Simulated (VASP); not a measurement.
Runs of VASP 6.6.1 on BaTe. The structure is that of space group F-43m (No. 216), or close to it. The cells are those of the table. 

```csv
task,level,potentials or basis,cell,k mesh,cutoff (eV),smearing,gap on the mesh (eV),pressure (GPa),relaxed volume (Å³/atom)
relaxation of cell and atoms,LDA,"VASP PAW LDA potentials, release 64 (Ba_sv, Te)","relaxed from a = 5.535 Å, angles 60.0°, 2 atoms",6 × 6 × 6,600,fermi-dirac 0.02 eV,2.40,0.0,56.02
relaxation of cell and atoms,PBEsol,"VASP PAW PBE potentials, release 64 (Ba_sv, Te)","relaxed from a = 5.535 Å, angles 60.0°, 2 atoms",6 × 6 × 6,600,fermi-dirac 0.02 eV,2.50,0.0,57.92
dielectric tensor,PBE,"VASP PAW PBE potentials, release 64 (Ba_sv, Te)","a = 5.535 Å, angles 60.0°, 2 atoms",6 × 6 × 6,520,gaussian 0.01 eV,2.58,-,-
single point,LDA,"VASP PAW LDA potentials, release 64 (Ba_sv, Te)","a = 5.535 Å, angles 60.0°, 2 atoms",6 × 6 × 6,520,gaussian 0.01 eV,2.31,-1.3,-
relaxation of cell and atoms,PBE,"VASP PAW PBE potentials, release 64 (Ba_sv, Te)","relaxed from a = 5.587 Å, angles 60.0°, 2 atoms",6 × 6 × 6,600,fermi-dirac 0.02 eV,(a),0.0,(b)
single point,PBE,"VASP PAW PBE potentials, release 64 (Ba_sv, Te)","a = 5.535 Å, angles 60.0°, 2 atoms",4 × 4 × 4,520,gaussian 0.01 eV,2.58,0.2,-
single point,r2SCAN,"VASP PAW PBE potentials, release 64 (Ba_sv, Te)","a = 5.535 Å, angles 60.0°, 2 atoms",6 × 6 × 6,520,fermi-dirac 0.02 eV,2.95,0.2,-
single point,PBEsol,"VASP PAW PBE potentials, release 64 (Ba_sv, Te)","a = 5.449 Å, angles 60.0°, 2 atoms",6 × 6 × 6,520,fermi-dirac 0.02 eV,2.52,0.3,-
single point,LDA,"VASP PAW LDA potentials, release 64 (Ba_sv, Te)","a = 5.383 Å, angles 60.0°, 2 atoms",6 × 6 × 6,520,fermi-dirac 0.02 eV,2.41,0.4,-
single point,PBE,"VASP PAW PBE potentials, release 64 (Ba_sv, Te)","a = 5.535 Å, angles 60.0°, 2 atoms",6 × 6 × 6,520,fermi-dirac 0.02 eV,2.58,0.2,-
single point,r2SCAN,"VASP PAW PBE potentials, release 64 (Ba_sv, Te)","a = 5.535 Å, angles 60.0°, 2 atoms",6 × 6 × 6,520,gaussian 0.01 eV,2.95,0.2,-
```

Alike in all rows: no spin polarisation.

**Question.** Fill in the values left out.

**Answer.** (a) 2.56; (b) 60.64.

Caveats: spin-orbit coupling is left out, which moves the levels of the heavy elements; the PAW data sets were made with another functional, which shifts forces and pressure a little (at least some runs).

A k mesh can miss the band edges, and the runs leave out spin-orbit coupling on Ba, Te.
